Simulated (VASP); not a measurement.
Input of a VASP 6.6.1 run:

INCAR

```
SYSTEM = Cu
ALGO = Normal ; EDIFF = 1E-8
ENCUT = 520 ; GGA = CA
ISIF = 2 ; ISMEAR = -1
LASPH = .True. ; LCHARG = .False.
LEFG = .True. ; LREAL = .False.
LWAVE = .False. ; NBANDS = 12
NELM = 60 ; PREC = Accurate
SIGMA = 0.05
```

KPOINTS

```
k-points
0
Gamma
  19 19 19
  0 0 0
```

The input POSCAR:

```
Cu
1.0
    0.0000000000      1.8253972036      1.8253972036
    1.8253972036      0.0000000000      1.8253972036
    1.8253972036      1.8253972036      0.0000000000
Cu
1
Direct
    0.0000000000      0.0000000000      0.0000000000
```

Potentials or basis: VASP PAW LDA potentials, release 64 (Cu).

Launch:

```console
$ cat potpaw_LDA.64/Cu/POTCAR > POTCAR
$ mpirun -np 1 vasp_std > vasp.out
```

**Question.** Estimate the pressure.

**Answer.** -15.2 GPa.

Caveat: without QUAD_EFG the Cq values of the log hold for a quadrupole moment of 1 mb, not for the nuclei.
